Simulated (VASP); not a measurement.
A run of VASP 6.6.1 is set up as follows.

Contents of INCAR:

```
SYSTEM = HfO2
ALGO = Normal
EDIFF = 1E-8
ENCUT = 520
ISIF = 2
ISMEAR = 0
KPAR = 4
LASPH = .True.
LCALCEPS = .True.
LCHARG = .False.
LMIXTAU = .True.
LREAL = .False.
LWAVE = .False.
METAGGA = R2SCAN
NELM = 100
PREC = Accurate
SIGMA = 0.01
```

KPOINTS

```
k-points
0
Gamma
  6 6 4
  0 0 0
```

File POSCAR:

```
HfO2
1.0
    3.7197603717      0.0000000000      0.0000000000
    0.0000000000      3.7197603717      0.0000000000
    0.0000000000      0.0000000000      5.1304423751
Hf O
2 4
Direct
    0.5000000000      0.5000000000      0.5000000000
    0.0000000000      0.0000000000      0.0000000000
    0.0000000000      0.5000000000      0.6899464739
    0.5000000000      0.0000000000      0.8100535261
    0.5000000000      0.0000000000      0.3100535261
    0.0000000000      0.5000000000      0.1899464739
```

Potentials or basis: VASP PAW PBE potentials, release 64 (Hf_pv, O).

Launch:

```sh
$ cat potpaw_PBE.64/Hf_pv/POTCAR potpaw_PBE.64/O/POTCAR > POTCAR
$ mpirun -np 4 vasp_std > vasp.out
```

Question: Predict the electronic dielectric tensor (diagonal).

Answer: 5.02, 5.02, 4.22.

Question: What does it give for the Born charges (mean of the diagonal)?

Answer: Hf +5.24; O -2.62 e.

Question: Estimate the band gap on the k mesh.

Answer: 4.42 eV (least direct gap 4.48 eV).

Born effective charge tensors (e):
atom 1, Hf
```
5.61 0.00 0.00
0.00 5.61 0.00
0.00 0.00 4.48
```
atom 2, Hf
```
5.61 0.00 0.00
0.00 5.61 0.00
0.00 0.00 4.48
```
atom 3, O
```
-3.55  0.00  0.00
 0.00 -2.07  0.00
 0.00  0.00 -2.24
```
atom 4, O
```
-3.55  0.00  0.00
 0.00 -2.07  0.00
 0.00  0.00 -2.24
```
atom 5, O
```
-2.07  0.00  0.00
 0.00 -3.55  0.00
 0.00  0.00 -2.24
```
atom 6, O
```
-2.07  0.00  0.00
 0.00 -3.55  0.00
 0.00  0.00 -2.24
```

Caveat: the cell differs from its parent crystal (epitaxial xy strain +4.0%); spin-orbit coupling is left out, which moves the levels of the heavy elements. A k mesh can miss the band edges.
